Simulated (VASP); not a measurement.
# Na4AgS3 in VASP: notebook

Runs on Na4AgS3. Level: PBE. Tasks: single point.

Everything below comes from runs of VASP 6.6.1. Logs are shortened: lines on timing, memory, paths and dates and some standing lists are left out, and cuts for length are marked.

**1. The cell of the first run**

Symmetry: Amm2, No. 38, orthorhombic system. The conventional cell has a = 10.209 Å, b = 6.884 Å, c = 6.903 Å, α = 90.00°, β = 90.00°, γ = 90.00°. Within 3.6 Å of Na (site symmetry 1) lie 4 S at 2.70 to 2.93 Å and 5 Na at 3.25 to 3.45 Å. Within 3.0 Å of Ag (site symmetry mm2) lie 2 S at 2.30 Å. Within 3.0 Å of S (site symmetry m) lie 1 Ag at 2.30 Å and 4 Na at 2.70 to 2.71 Å. Within 3.9 Å of S (site symmetry mm2) lie 8 Na at 2.93 Å.

The cell was generated, and may not be a known phase.

**2. Single point, PBE**

INCAR

```
ALGO = Normal ; EDIFF = 1E-6
ENCUT = 520 ; GGA = PE
ISIF = 2 ; ISMEAR = 0
LASPH = True ; LCHARG = False
LREAL = False ; LWAVE = False
NBANDS = 38 ; NELM = 60
PREC = Accurate ; SIGMA = 0.15
```

KPOINTS

```
k-points
0
Gamma
  2 3 3
```

POSCAR

```
Na4AgS3
1.0
   10.2085391509      0.0000000000      0.0000000000
    0.0000000000      3.4422032185      3.4515963177
    0.0000000000     -3.4422032185      3.4515963177
Na Ag S
4 1 3
Direct
    0.1593857120      0.8636273223      0.3646895110
    0.8406142880      0.3646895110      0.8636273223
    0.1593857120      0.3646895110      0.8636273223
    0.8406142880      0.8636273223      0.3646895110
    0.5000000000     -0.1265358624     -0.1265358624
    0.7252759792      0.8652699042      0.8652699042
    0.2747240208      0.8652699042      0.8652699042
    0.0000000000      0.3629632374      0.3629632374
```

Potentials or basis: VASP PAW PBE potentials, release 64 (Na_pv, Ag, S).

Run with:

```bash
$ cat potpaw_PBE.64/Na_pv/POTCAR potpaw_PBE.64/Ag/POTCAR potpaw_PBE.64/S/POTCAR > POTCAR
$ mpirun -np 1 vasp_std > vasp.out
```

OUTCAR:

```text
EDIFF = 1E-6
   ENCUT = 520
   GGA = PE
   ISIF = 2
   ISMEAR = 0
   LASPH = True
   LREAL = False
   NELM = 60
   PREC = Accurate

 ion  position               nearest neighbor table
   1  0.159  0.864  0.365-   7 2.70   7 2.71
   2  0.841  0.365  0.864-   6 2.70   6 2.71
   3  0.159  0.365  0.864-   7 2.70   7 2.71
   4  0.841  0.864  0.365-   6 2.70   6 2.71
   5  0.500  0.873  0.873-   6 2.30   7 2.30
   6  0.725  0.865  0.865-   5 2.30   4 2.70   2 2.70   4 2.71   2 2.71
   7  0.275  0.865  0.865-   5 2.30   3 2.70   1 2.70   1 2.71   3 2.71
   8  0.000  0.363  0.363-

  LATTYP: Found a base centered orthorhombic cell.
 ALAT       =     6.8844064370
 B/A-ratio  =     1.0027288044
 C/A-ratio  =     1.4828495738

  Lattice vectors:

 A1 = (   0.0000000000,   3.4422032185,  -3.4515963177)
 A2 = (   0.0000000000,   3.4422032185,   3.4515963177)
 A3 = (  10.2085391509,   0.0000000000,   0.0000000000)

Analysis of symmetry for initial positions (statically):
=====================================================================
 Subroutine PRICEL returns:
 Original cell was already a primitive cell.

 Routine SETGRP: Setting up the symmetry group for a
 base centered orthorhombic supercell.

 Subroutine GETGRP returns: Found  4 space group operations
 (whereof  4 operations were pure point group operations)
 out of a pool of  8 trial point group operations.

The static configuration has the point symmetry C_2v.

Analysis of symmetry for dynamics (positions and initial velocities):
=====================================================================
 Subroutine PRICEL returns:
 Original cell was already a primitive cell.

 Routine SETGRP: Setting up the symmetry group for a
 base centered orthorhombic supercell.

 Subroutine GETGRP returns: Found  4 space group operations
 (whereof  4 operations were pure point group operations)
 out of a pool of  8 trial point group operations.

The dynamic configuration has the point symmetry C_2v.

 Subroutine INISYM returns: Found  4 space group operations
 (whereof  4 operations are pure point group operations),
 and found     1 'primitive' translations

----------------------------------------------------------------------------------------

                                     Primitive cell

  volume of cell :     242.5773

[... 82 lines left out ...]
   NELM   =     60;   NELMIN=  2; NELMDL= -5     # of ELM steps
   EDIFF  = 0.1E-05   stopping-criterion for ELM
   LREAL  =      F    real-space projection
   EDIFFG = 0.1E-04   stopping-criterion for IOM
   NSW    =      0    number of steps for IOM
[... 5 lines left out ...]
   TEBEG  =    0.0;   TEEND  =   0.0 temperature during run
   PSTRESS=    0.0 pullay stress
   NELECT =      57.0000    total number of electrons
   NUPDOWN=      -1.0000    fix difference up-down
   EMIN   =  10.00;   EMAX   =-10.00  energy-range for DOS
   EFERMI =   0.00;   METHOD = LEGACY
   ISMEAR =     0;   SIGMA  =   0.15  broadening in eV -4-tet -1-fermi 0-gaus
   EFERMI_NEDOS =   21; number of points for ismear=-14 and -15
   IALGO  =     38    algorithm
   IMIX   =      4    mixing-type and parameters
     AMIX     =   0.40;   BMIX     =  1.00
     AMIX_MAG =   1.60;   BMIX_MAG =  1.00
  volume/ion in A,a.u.               =      30.32       204.62
  Fermi-wavevector in a.u.,A,eV,Ry     =   1.010221  1.909041 13.885379  1.020547
  Thomas-Fermi vector in A             =   2.143197
   LORBIT       =      0    0 simple, 1 ext, 2 COOP (PROOUT), +10 PAW based schemes
   GGA     = PE    functional components
   LHFCALC =     F    Hartree Fock is set to
   AEXX    =    0.0000 exact exchange contribution
   IVDW    =     0    specifies the selected vdW correction
   LEPSILON=     F    determine dielectric tensor
   LRPA    =     F    only Hartree local field effects (RPA)
 non-spin polarized calculation
 Gauss-broadening in eV      SIGMA  =   0.15
  energy-cutoff  :      520.00
  volume of cell :      242.58
 maximum number of plane-waves:      6556
 NGX is ok and might be reduce to    80
   NGX = 37   NGY = 19   NGZ = 19

 number of electron      56.9999984 magnetization

 Free energy of the ion-electron system (eV)
  ---------------------------------------------------
  ext. energy  EPLUGINS =         0.00000000
  ---------------------------------------------------
  free energy    TOTEN  =       -25.85281827 eV

  energy without entropy =      -25.75625722  energy(sigma->0) =      -25.80453774

 E-fermi :  -0.5918     XC(G=0):  -6.9598

 val. band max:       -0.5951993550   @ k =   0.0000   0.3333   0.0000
 cond. band min:      -0.5870798482   @ k =   0.5000   0.3333   0.0000
 fundamental gap:      0.0081195068
 Fermi energy:        -0.5917903918

 k-point     1 :       0.0000    0.0000    0.0000
  band No.  band energies     occupation
      1     -22.9488      2.00000
      2     -22.9348      2.00000
      3     -22.9278      2.00000
      4     -22.9263      2.00000
      5     -22.9225      2.00000
      6     -22.9210      2.00000
[... 317 lines left out ...]
     37       6.5477      0.00000
     38       6.6053      0.00000

------------------------ aborting loop because EDIFF is reached ----------------------------------------

  FORCE on cell =-STRESS in cart. coord.  units (eV):
  Direction    XX          YY          ZZ          XY          YZ          ZX
  --------------------------------------------------------------------------------------
  -------------------------------------------------------------------------------------
  Total       -0.1034604      0.8516365      0.7820493      0.0000000      0.0000000      0.0000000
  in kB       -0.6833363      5.6248992      5.1652886      0.0000000      0.0000000      0.0000000
  external PRESSURE =       3.3689505 kB  Pullay stress =       0.0000000 kB

 VOLUME and BASIS-vectors are now :
 -----------------------------------------------------------------------------
  energy-cutoff  :      520.00
  volume of cell :      242.58
      direct lattice vectors                 reciprocal lattice vectors
    10.208539151  0.000000000  0.000000000     0.097957209  0.000000000  0.000000000
     0.000000000  3.442203218  3.451596318     0.000000000  0.145255805  0.144860509
     0.000000000 -3.442203218  3.451596318     0.000000000 -0.145255805  0.144860509

 POSITION                                       TOTAL-FORCE (eV/Angst)
 -----------------------------------------------------------------------------------
      1.62710      1.71745      4.23965        -0.003361     -0.000771      0.004348
      8.58144     -1.71745      4.23965         0.003361      0.000771      0.004348
      1.62710     -1.71745      4.23965        -0.003361      0.000771      0.004348
      8.58144      1.71745      4.23965         0.003361     -0.000771      0.004348
      5.10427      0.00000      6.02969         0.000000     -0.000000     -0.058368
      7.40401      0.00000      5.97312        -0.061397     -0.000000      0.012678
      2.80453      0.00000      5.97312         0.061397     -0.000000      0.012678
      0.00000      0.00000      2.50561         0.000000     -0.000000      0.015621
 -----------------------------------------------------------------------------------
    total drift:                               -0.000000      0.000017      0.003341

  FREE ENERGIE OF THE ION-ELECTRON SYSTEM (eV)
  ---------------------------------------------------
  free  energy   TOTEN  =       -25.8528182720 eV

  energy  without entropy=      -25.7562572171  energy(sigma->0) =      -25.80453774
```

OSZICAR:

```text
N       E                     dE             d eps       ncg     rms          rms(c)
DAV:   1     0.510150843257E+03    0.51015E+03   -0.26907E+04   608   0.144E+03
DAV:   2     0.292805883293E+02   -0.48087E+03   -0.46440E+03   630   0.373E+02
DAV:   3    -0.270336596826E+02   -0.56314E+02   -0.55459E+02   776   0.137E+02
DAV:   4    -0.290682881067E+02   -0.20346E+01   -0.20263E+01   700   0.258E+01
DAV:   5    -0.291241534681E+02   -0.55865E-01   -0.55833E-01   820   0.463E+00    0.105E+01
DAV:   6    -0.261750902763E+02    0.29491E+01   -0.12471E+01   662   0.212E+01    0.984E+00
DAV:   7    -0.258507319581E+02    0.32436E+00   -0.26001E+00   686   0.772E+00    0.557E+00
DAV:   8    -0.258223724200E+02    0.28360E-01   -0.33840E-01   698   0.307E+00    0.202E+00
DAV:   9    -0.258397944089E+02   -0.17422E-01   -0.97105E-02   720   0.160E+00    0.564E-01
DAV:  10    -0.258420847597E+02   -0.22904E-02   -0.19190E-02   682   0.432E-01    0.389E-01
DAV:  11    -0.258478948105E+02   -0.58101E-02   -0.41422E-03   668   0.224E-01    0.259E-01
DAV:  12    -0.258519570231E+02   -0.40622E-02   -0.35392E-03   650   0.247E-01    0.524E-02
DAV:  13    -0.258525971284E+02   -0.64011E-03   -0.50246E-04   736   0.818E-02    0.513E-02
DAV:  14    -0.258527555365E+02   -0.15841E-03   -0.77925E-05   610   0.307E-02    0.224E-02
DAV:  15    -0.258528155697E+02   -0.60033E-04   -0.67432E-05   592   0.285E-02    0.100E-02
DAV:  16    -0.258528174896E+02   -0.19199E-05   -0.37053E-06   610   0.945E-03    0.942E-03
DAV:  17    -0.258528182720E+02   -0.78247E-06   -0.12250E-06   524   0.528E-03
   1 F= -.25852818E+02 E0= -.25804538E+02  d E =-.965611E-01
```

stdout:

```text
POSCAR found type information on POSCAR NaAgS
 POSCAR found :  3 types and       8 ions
 scaLAPACK will be used
 LDA part: xc-table for (Slater+PW92), standard interpolation
 POSCAR, INCAR and KPOINTS ok, starting setup
 FFT: planning ... GRIDC
 FFT: planning ... GRID_SOFT
 FFT: planning ... GRID
 WAVECAR not read
 entering main loop
```

Run time: 95 s. Hardware: 1 thread of Intel Xeon Platinum 8259CL at 2.50GHz (Skylake/Cascade Lake), shared host; peak memory 0.34 GiB.

Results:

```
Free energy            : -25.8528 eV
Pressure               : 0.3 GPa
Largest force          : 0.063 eV/Å
Band gap on the k mesh : zero (an odd number of electrons rules out a gap without spin polarisation)
```

Forces on the atoms (eV/Å):
```
Na  -0.003 -0.001  0.004
Na   0.003  0.001  0.004
Na  -0.003  0.001  0.004
Na   0.003 -0.001  0.004
Ag   0.000  0.000 -0.058
S   -0.061  0.000  0.013
S    0.061  0.000  0.013
S    0.000  0.000  0.016
```

Levels at points of the mesh, in eV from the Fermi level:
| k point | band 26 | band 27 | band 28 | band 29 | band 30 | band 31 | band 32 | band 33 |
| --- | --- | --- | --- | --- | --- | --- | --- | --- |
| (0.00, 0.00, 0.00) | -0.29 | -0.28 | -0.08 | -0.07 | 2.72 | 4.77 | 4.96 | 5.71 |
| (0.50, 0.00, 0.00) | -0.58 | -0.58 | 0.08 | 0.09 | 3.44 | 4.04 | 4.74 | 5.91 |

Caveat: the k points lie up to 0.43 Å⁻¹ apart, too coarse for converged energies and pressures of a metal.

(Part 1 of 3 ends here.)
